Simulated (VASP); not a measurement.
Write the native input for VASP 6.6.1 that does the following.

```
Task                   : single point
Functional             : PBEsol
Potentials or basis    : VASP PAW PBE potentials, release 64 (Bi_d, Te)
Cutoff                 : 520 eV
k mesh                 : 12 × 12 × 12
Occupations            : gaussian, width 0.15 eV
Spin                   : no spin polarisation
Dipole correction      : no
Further INCAR settings : ALGO = Normal; EDIFF = 1e-06; NBANDS = 18
```

The structure of BiTe lies in POSCAR:

```
BiTe
1.0
    2.4227077728      1.3987509848      3.2675325752
   -2.4227077728      1.3987509848      3.2675325752
    0.0000000000     -2.7975019696      3.2675325752
Bi Te
1 1
Direct
    0.5000000000      0.5000000000      0.5000000000
    0.0000000000      0.0000000000      0.0000000000
```

This cell differs from its parent crystal: strain +0.000 along x and y, -0.015 along z.

One way to write it, as run:

INCAR

```
SYSTEM = BiTe
PREC     = Accurate       ! precision mode
ENCUT    = 520            ! plane-wave cutoff, eV
EDIFF    = 1E-6           ! SCF threshold, eV
ISMEAR   = 0              ! smearing method
SIGMA    = 0.15           ! smearing width, eV
LREAL    = .False.        ! projectors in reciprocal space
LASPH    = .True.         ! aspherical terms in the spheres
NELM     = 80             ! most SCF steps
ALGO     = Normal         ! electronic algorithm
ISIF     = 2              ! what is computed and relaxed
LWAVE    = .False.        ! write WAVECAR
LCHARG   = .False.        ! write CHGCAR
GGA      = PS             ! functional
NBANDS   = 18             ! bands
```

KPOINTS

```
regular mesh
0
Gamma
  12 12 12
  0 0 0
```

Potentials or basis: VASP PAW PBE potentials, release 64 (Bi_d, Te).

Run with:

```console
$ cat potpaw_PBE.64/Bi_d/POTCAR potpaw_PBE.64/Te/POTCAR > POTCAR
$ mpirun -np 1 vasp_std > vasp.out
```

It gave:

```yaml
Pressure: -2.0 GPa
Band_gap_on_the_k_mesh: zero (an odd number of electrons rules out a gap without spin polarisation)
```

Caveat: the cell differs from its parent crystal (strain +0.000 along x and y, -0.015 along z); the PAW data sets were made with another functional, which shifts forces and pressure a little; spin-orbit coupling is left out, which moves the levels of the heavy elements.

Run time: 100 s on 1 thread of Intel(R) Xeon(R) Platinum 8488C (Sapphire Rapids), with other jobs on the host, peak memory 0.35 GiB.
